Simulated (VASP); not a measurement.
## Mo: relaxation of cell and atoms with PBE

The system is Mo.

```xyz
1
Lattice="-1.5814 1.5814 1.5814 1.5814 -1.5814 1.5814 1.5814 1.5814 -1.5814" Properties=species:S:1:pos:R:3 pbc="T T T"
Mo    0.0000    0.0000    0.0000
```

```json
{
  "Program": "VASP 6.6.1",
  "Task": "relaxation of cell and atoms",
  "Functional": "PBE",
  "Potentials or basis": "VASP PAW PBE potentials, release 64 (Mo_sv)",
  "Cutoff": "600 eV",
  "k mesh": "21 × 21 × 21",
  "Occupations": "fermi-dirac, width 0.1 eV",
  "Spin": "no spin polarisation",
  "Dipole correction": "no",
  "Further INCAR settings": "ALGO = Normal; EDIFF = 1e-07; IBRION = 2; EDIFFG = -0.005; NSW = 60; ISIF = 3"
}
```

The pressure after relaxing is 0.0 GPa and the band gap on the k mesh is zero (bands 7 and 8 overlap by 5.10 eV).

Final structure:
```cif
data_structure
_symmetry_space_group_name_H-M 'P 1'
_symmetry_Int_Tables_number 1
_cell_length_a 2.7391
_cell_length_b 2.7391
_cell_length_c 2.7391
_cell_angle_alpha 109.471
_cell_angle_beta 109.471
_cell_angle_gamma 109.471
_cell_volume 15.82
loop_
_atom_site_label
_atom_site_type_symbol
_atom_site_fract_x
_atom_site_fract_y
_atom_site_fract_z
_atom_site_occupancy
Mo1 Mo 0.00000 0.00000 0.00000 1
```

Levels at points of the mesh, in eV from the Fermi level:
```csv
k point,band 5,band 6,band 7,band 8,band 9,band 10
"(0.00, 0.00, 0.00)",-7.21,-1.35,-1.35,-1.35,1.63,1.63
```

It took 70 s on 1 thread of Intel Xeon 8259CL, with other jobs on the host, peak memory 0.19 GiB.
